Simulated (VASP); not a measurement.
# Os (Fd-3m) in VASP: a series of runs, part 2 of 2

VASP 6.6.1.

## (3) Single point, PBE

This run uses another cell than the first one, of 21.42 Å³/atom, 1.327 times its volume.

Input file INCAR:

```
PREC     = Accurate       # precision mode
ENCUT    = 520            # plane-wave cutoff, eV
EDIFF    = 1E-6           # SCF threshold, eV
ISMEAR   = 0              # smearing method
SIGMA    = 0.1            # smearing width, eV
LREAL    = False          # projectors in reciprocal space
LASPH    = True           # aspherical terms in the spheres
NELM     = 100            # most SCF steps
ALGO     = Normal         # electronic algorithm
ISIF     = 2              # what is computed and relaxed
LWAVE    = False          # write WAVECAR
LCHARG   = False          # write CHGCAR
GGA      = PE             # functional
NBANDS   = 15             # bands
```

Input file KPOINTS:

```
regular mesh
0
Gamma
  6 6 6
```

Input file POSCAR:

```
Os
1.0
    0.0000000000      2.7773673487      2.7773673487
    2.7773673487      0.0000000000      2.7773673487
    2.7773673487      2.7773673487      0.0000000000
Os
2
Direct
    0.5000000000      0.5000000000      0.5000000000
    0.7500000000      0.7500000000      0.7500000000
```

Potentials or basis: VASP PAW PBE potentials, release 64 (Os).

Started as:

```console
cat potpaw_PBE.64/Os/POTCAR > POTCAR
mpirun -np 1 vasp_std > vasp.out
```

OUTCAR:

```text
PREC = Accurate
   ENCUT = 520
   EDIFF = 1E-6
   ISMEAR = 0
   LREAL = False
   LASPH = True
   NELM = 100
   ISIF = 2
   GGA = PE

 ion  position               nearest neighbor table
   1  0.500  0.500  0.500-   2 2.41   2 2.41   2 2.41   2 2.41
   2  0.750  0.750  0.750-   1 2.41   1 2.41   1 2.41   1 2.41

  LATTYP: Found a face centered cubic cell.
 ALAT       =     5.5547346974

  Lattice vectors:

 A1 = (   0.0000000000,   2.7773673487,   2.7773673487)
 A2 = (   2.7773673487,   0.0000000000,   2.7773673487)
 A3 = (   2.7773673487,   2.7773673487,   0.0000000000)

Analysis of symmetry for initial positions (statically):
=====================================================================
 Subroutine PRICEL returns:
 Original cell was already a primitive cell.

 Routine SETGRP: Setting up the symmetry group for a
 face centered cubic supercell.

 Subroutine GETGRP returns: Found 48 space group operations
 (whereof 24 operations were pure point group operations)
 out of a pool of 48 trial point group operations.

The static configuration has the point symmetry T_d .
 The point group associated with its full space group is O_h .

Analysis of symmetry for dynamics (positions and initial velocities):
=====================================================================
 Subroutine PRICEL returns:
 Original cell was already a primitive cell.

 Routine SETGRP: Setting up the symmetry group for a
 face centered cubic supercell.

 Subroutine GETGRP returns: Found 48 space group operations
 (whereof 24 operations were pure point group operations)
 out of a pool of 48 trial point group operations.

The dynamic configuration has the point symmetry T_d .
 The point group associated with its full space group is O_h .

 Subroutine INISYM returns: Found 48 space group operations
 (whereof 24 operations are pure point group operations),
 and found     1 'primitive' translations

----------------------------------------------------------------------------------------

                                     Primitive cell

  volume of cell :      42.8479

  direct lattice vectors                    reciprocal lattice vectors
     0.000000000  2.777367349  2.777367349    -0.180026600  0.180026600  0.180026600
     2.777367349  0.000000000  2.777367349     0.180026600 -0.180026600  0.180026600
     2.777367349  2.777367349  0.000000000     0.180026600  0.180026600 -0.180026600

  length of vectors
     3.927790572  3.927790572  3.927790572     0.311815217  0.311815217  0.311815217

  position of ions in fractional coordinates (direct lattice)
     0.500000000  0.500000000  0.500000000
     0.750000000  0.750000000  0.750000000

  ion indices of the primitive-cell ions
   primitive index   ion index
                 1           1
                 2           2

----------------------------------------------------------------------------------------

 KPOINTS: regular mesh

Automatic generation of k-mesh.
 Grid dimensions read from file:
 generate k-points for:    6    6    6

 Generating k-lattice:

  Cartesian coordinates                     Fractional coordinates (reciprocal lattice)
[... 33 lines left out ...]
   k-points           NKPTS =     16   k-points in BZ     NKDIM =     16   number of bands    NBANDS=     15
   number of dos      NEDOS =    301   number of ions     NIONS =      2
   total plane-waves  NPLWV =  27000
   dimension x,y,z NGX =    30 NGY =   30 NGZ =   30
   dimension x,y,z NGXF=    60 NGYF=   60 NGZF=   60
   ions per type =               2
   NGX,Y,Z   is equivalent  to a cutoff of  12.70, 12.70, 12.70 a.u.
   NGXF,Y,Z  is equivalent  to a cutoff of  25.40, 25.40, 25.40 a.u.
 SYSTEM =  unknown system
   PREC   = accura    normal or accurate (medium, high low for compatibility)
   ISTART =      0    job   : 0-new  1-cont  2-samecut
   ICHARG =      2    charge: 1-file 2-atom 10-const
   ISPIN  =      1    spin polarized calculation?
   LNONCOLLINEAR =      F non collinear calculations
   LSORBIT =      F    spin-orbit coupling
   LASPH  =      T    aspherical Exc in radial PAW
   ENCUT  =  520.0 eV  38.22 Ry    6.18 a.u.   7.30  7.30  7.30*2*pi/ulx,y,z
   NELM   =    100;   NELMIN=  2; NELMDL= -5     # of ELM steps
   EDIFF  = 0.1E-05   stopping-criterion for ELM
   LREAL  =      F    real-space projection
   EDIFFG = 0.1E-04   stopping-criterion for IOM
   NSW    =      0    number of steps for IOM
   IBRION =     -1    ionic relax: 0-MD 1-quasi-New 2-CG
   NFREE  =      0    steps in history (QN), initial steepest desc. (CG)
   ISIF   =      2    stress and relaxation
   ISYM   =      2    0-nonsym 1-usesym 2-fastsym
   POTIM  = 0.5000    time-step for ionic-motion
   TEBEG  =    0.0;   TEEND  =   0.0 temperature during run
   PSTRESS=    0.0 pullay stress
   NELECT =      16.0000    total number of electrons
   NUPDOWN=      -1.0000    fix difference up-down
   EMIN   =  10.00;   EMAX   =-10.00  energy-range for DOS
   EFERMI =   0.00;   METHOD = LEGACY
   ISMEAR =     0;   SIGMA  =   0.10  broadening in eV -4-tet -1-fermi 0-gaus
   EFERMI_NEDOS =   21; number of points for ismear=-14 and -15
   IALGO  =     38    algorithm
   IMIX   =      4    mixing-type and parameters
     AMIX     =   0.40;   BMIX     =  1.00
     AMIX_MAG =   1.60;   BMIX_MAG =  1.00
  volume/ion in A,a.u.               =      21.42       144.58
  Fermi-wavevector in a.u.,A,eV,Ry     =   1.178885  2.227770 18.908972  1.389770
  Thomas-Fermi vector in A             =   2.315206
   LORBIT       =      0    0 simple, 1 ext, 2 COOP (PROOUT), +10 PAW based schemes
   GGA     = PE    functional components
   LHFCALC =     F    Hartree Fock is set to
   AEXX    =    0.0000 exact exchange contribution
   IVDW    =     0    specifies the selected vdW correction
   LEPSILON=     F    determine dielectric tensor
   LRPA    =     F    only Hartree local field effects (RPA)
 non-spin polarized calculation
 Gauss-broadening in eV      SIGMA  =   0.10
  energy-cutoff  :      520.00
  volume of cell :       42.85
 maximum number of plane-waves:      1167
 NGX is ok and might be reduce to    30
   NGX = 15   NGY = 15   NGZ = 15

 number of electron      16.0000001 magnetization

 Free energy of the ion-electron system (eV)
  ---------------------------------------------------
  ext. energy  EPLUGINS =         0.00000000
  ---------------------------------------------------
  free energy    TOTEN  =       -19.99072647 eV

  energy without entropy =      -19.97954021  energy(sigma->0) =      -19.98513334

 E-fermi :   4.4001     XC(G=0): -11.2268

 val. band max:        4.2423750949   @ k =   0.5000   0.3333   0.1667
 cond. band min:       4.4335867086   @ k =  -0.1667   0.1667   0.0000
 fundamental gap:      0.1912116137
 Fermi energy:         4.4000866546

 k-point     1 :       0.0000    0.0000    0.0000
  band No.  band energies     occupation
      1      -3.1679      2.00000
      2       0.2242      2.00000
      3       0.2242      2.00000
      4       0.8326      2.00000
      5       0.8326      2.00000
      6       0.8326      2.00000
      7       3.8339      2.00000
      8       3.8339      2.00000
      9       3.8339      2.00000
     10       6.9007      0.00000
     11       6.9007      0.00000
     12      15.6490      0.00000
     13      15.7046      0.00000
     14      17.2039      0.00000
[... 257 lines left out ...]
      2      -0.5217      2.00000
      3       0.6680      2.00000
      4       0.6680      2.00000
      5       1.9861      2.00000
      6       1.9861      2.00000
      7       2.7850      2.00000
      8       2.7850      2.00000
      9       6.8359      0.00000
     10       6.8359      0.00000
     11       7.4521      0.00000
     12       7.4521      0.00000
     13       8.2092      0.00000
     14       8.2092      0.00000
     15      17.2636      0.00000

------------------------ aborting loop because EDIFF is reached ----------------------------------------

  FORCE on cell =-STRESS in cart. coord.  units (eV):
  Direction    XX          YY          ZZ          XY          YZ          ZX
  --------------------------------------------------------------------------------------
  -------------------------------------------------------------------------------------
  Total       -0.2935685     -0.2935685     -0.2935685      0.0000000      0.0000000     -0.0000000
  in kB      -10.9771608    -10.9771608    -10.9771608      0.0000000      0.0000000     -0.0000000
  external PRESSURE =     -10.9771608 kB  Pullay stress =       0.0000000 kB

 VOLUME and BASIS-vectors are now :
 -----------------------------------------------------------------------------
  energy-cutoff  :      520.00
  volume of cell :       42.85
      direct lattice vectors                 reciprocal lattice vectors
     0.000000000  2.777367349  2.777367349    -0.180026600  0.180026600  0.180026600
     2.777367349  0.000000000  2.777367349     0.180026600 -0.180026600  0.180026600
     2.777367349  2.777367349  0.000000000     0.180026600  0.180026600 -0.180026600

 POSITION                                       TOTAL-FORCE (eV/Angst)
 -----------------------------------------------------------------------------------
      2.77737      2.77737      2.77737         0.000000      0.000000      0.000000
      4.16605      4.16605      4.16605        -0.000000     -0.000000     -0.000000
 -----------------------------------------------------------------------------------
    total drift:                                0.000000     -0.000000     -0.000000

  FREE ENERGIE OF THE ION-ELECTRON SYSTEM (eV)
  ---------------------------------------------------
  free  energy   TOTEN  =       -19.9907264727 eV

  energy  without entropy=      -19.9795402102  energy(sigma->0) =      -19.98513334
```

Wall time 11 s (1 thread of AMD EPYC 7R43 (Zen 3), shared host); peak memory 0.13 GiB.

What came out:

| Item | Value |
| --- | --- |
| Free energy | -19.9907 eV |
| Pressure | -1.1 GPa |
| Band gap on the k mesh | zero (band 8 reaches 4.85 eV, above the bottom of band 9 at 3.80 eV) |

Caveat: spin-orbit coupling is left out, which moves the levels of the heavy elements.

## (4) Relaxation of cell and atoms, PBE

Input file INCAR:

```
SYSTEM = Os
ALGO = Normal ; EDIFF = 1E-7
EDIFFG = -0.04 ; ENCUT = 600
GGA = PE ; IBRION = 2
ISIF = 3 ; ISMEAR = 0
LASPH = .True. ; LCHARG = .False.
LREAL = .False. ; LWAVE = .False.
NELM = 60 ; NSW = 90
PREC = Accurate ; SIGMA = 0.1
```

Input file KPOINTS:

```
k-points
0
Gamma
  6 6 6
  0 0 0
```

Input file POSCAR:

```
Os
1.0
    0.0000000000      2.5271650258      2.5271650258
    2.5271650258      0.0000000000      2.5271650258
    2.5271650258      2.5271650258      0.0000000000
Os
2
Direct
    0.5000000000      0.5000000000      0.5000000000
    0.7500000000      0.7500000000      0.7500000000
```

Started as:

```console
cat potpaw_PBE.64/Os/POTCAR > POTCAR
mpirun -np 1 vasp_std > vasp.out
```

It took 57 s on 1 thread of AMD EPYC 7R43 (Zen 3), shared host; peak memory 0.14 GiB.

The run converged. Its results:

| Item | Value |
| --- | --- |
| Free energy | -19.9872 eV |
| Relaxed volume | 21.28 Å³/atom |
| Relaxed cell | a = 3.919 Å, b = 3.919 Å, c = 3.919 Å, α = 60.00°, β = 60.00°, γ = 60.00° |
| Space group after relaxing (to 0.05 Å) | Fd-3m (No. 227) |
| Energy gained by relaxing | 1324.2 meV/atom |
| Ionic steps | 6 |
| Pressure after relaxing | 0.3 GPa |
| Band gap on the k mesh | zero (band 8 reaches 4.92 eV, above the bottom of band 9 at 3.87 eV) |

The path:
| step | energy change (eV) | largest force (eV/Å) | pressure (GPa) | volume (Å³) |
| --- | --- | --- | --- | --- |
| 1 | 0.0000 | 0.0000 | 104.72 | 32.28 |
| 2 | 7.6931 | 0.0000 | -17.04 | 110.90 |
| 3 | 2.6285 | 0.0000 | -29.01 | 75.34 |
| 4 | -1.1386 | 0.0000 | -28.92 | 55.54 |
| 5 | -2.6476 | 0.0000 | -1.14 | 42.86 |
| 6 | -2.6484 | 0.0000 | 0.28 | 42.56 |

Final structure:
```
Os
1.0
     0.00000    2.77123    2.77123
     2.77123    0.00000    2.77123
     2.77123    2.77123    0.00000
Os
2
Direct
  0.50000 0.50000 0.50000
  0.75000 0.75000 0.75000
```

Levels at points of the mesh, in eV from the Fermi level:
```
           k point  band 4  band 5  band 6  band 7  band 8  band 9  band 10  band 11  band 12
(0.00, 0.00, 0.00)   -3.59   -3.59   -3.59   -0.57   -0.57   -0.57     2.53     2.53    11.28
(0.50, 0.00, 0.00)   -3.86   -3.83   -3.83   -1.52    0.36    0.36     1.82     1.82     2.86
(0.50, 0.50, 0.00)   -3.78   -2.85   -2.85   -1.31   -1.31    2.19     2.19     3.37     3.37
```

Caveat: the volume moved by over 15 % at a fixed basis, so the end points are rough; spin-orbit coupling is left out, which moves the levels of the heavy elements.

## (5) Summary

```tsv
task	cell	cutoff (eV)	gap on the mesh (eV)	pressure (GPa)
single point	a = 3.574 Å, angles 60.0°, 2 atoms	520	none	104.7
single point	a = 3.928 Å, angles 60.0°, 2 atoms	520	none	-1.1
relaxation of cell and atoms	relaxed from a = 3.574 Å, angles 60.0°, 2 atoms	600	none	0.3
```

Alike in all rows: level PBE; potentials or basis VASP PAW PBE potentials, release 64 (Os); no spin polarisation; k mesh 6 × 6 × 6; smearing gaussian 0.1 eV.

Caveats: spin-orbit coupling is left out, which moves the levels of the heavy elements; the volume moved by over 15 % at a fixed basis, so the end points are rough (some runs).

Total energies depend on the potentials used, so only differences within one code and one set of settings carry meaning.
